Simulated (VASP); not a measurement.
HfN, 2 atoms in the cell. The structure is cubic, space group F-43m (No. 216). Conventional cell: a = 4.910 Å, b = 4.910 Å, c = 4.910 Å, α = 90.00°, β = 90.00°, γ = 90.00°. Within 2.8 Å of Hf (site symmetry -43m) lie 4 N at 2.13 Å. Within 2.8 Å of N (site symmetry -43m) lie 4 Hf at 2.13 Å. 

```yaml
Program: VASP 6.6.1
Task: single point
Functional: PBE0
Potentials_or_basis: VASP PAW PBE potentials, release 64 (Hf_pv, N)
Cutoff: 520 eV
k_mesh: 6 × 6 × 6
Occupations: fermi-dirac, width 0.05 eV
Spin: no spin polarisation
Dipole_correction: no
Grid_for_exact_exchange_PRECFOCK: Normal
Further_INCAR_settings: ALGO = Normal; EDIFF = 1e-06; NBANDS = 14
```

Potentials or basis: VASP PAW PBE potentials, release 64 (Hf_pv, N).

Run with:

```console
$ cat potpaw_PBE.64/Hf_pv/POTCAR potpaw_PBE.64/N/POTCAR > POTCAR
$ cp INCAR.step1 INCAR
$ mpirun -np 1 vasp_std > vasp.out
$ cp INCAR.step2 INCAR
$ mpirun -np 1 vasp_std > vasp.out
```

Hardware: 1 thread of Intel(R) Xeon(R) Platinum 8488C (Sapphire Rapids), on a shared host.

**Question.** Estimate the wall time of this run.

**Answer.** Wall time 19 min on 1 thread of Intel(R) Xeon(R) Platinum 8488C (Sapphire Rapids) (shared host), peak memory 0.18 GiB. Counts: k points 16.
